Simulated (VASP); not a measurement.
Here is a VASP 6.6.1 calculation.

File INCAR:

```
PREC = Accurate ; ENCUT = 520
EDIFF = 1E-6 ; ISMEAR = -1
SIGMA = 0.05 ; LREAL = F
LASPH = T ; NELM = 100
ALGO = Fast ; ISIF = 2
LWAVE = F ; LCHARG = F
GGA = PE ; NBANDS = 20
```

The input KPOINTS:

```
Automatic mesh
0
Gamma
  8 8 8
```

Contents of POSCAR:

```
WAu
1.0
    0.0000000000      2.7295358905      2.7295358905
    2.7295358905      0.0000000000      2.7295358905
    2.7295358905      2.7295358905      0.0000000000
W Au
1 1
Direct
    0.0000000000      0.0000000000      0.0000000000
    0.7500000000      0.7500000000      0.7500000000
```

Potentials or basis: VASP PAW PBE potentials, release 64 (W_sv, Au).

Run with:

```sh
$ cat potpaw_PBE.64/W_sv/POTCAR potpaw_PBE.64/Au/POTCAR > POTCAR
$ mpirun -np 1 vasp_std > vasp.out
```

(1) Predict the pressure.

Answers

(1) 38.9 GPa.
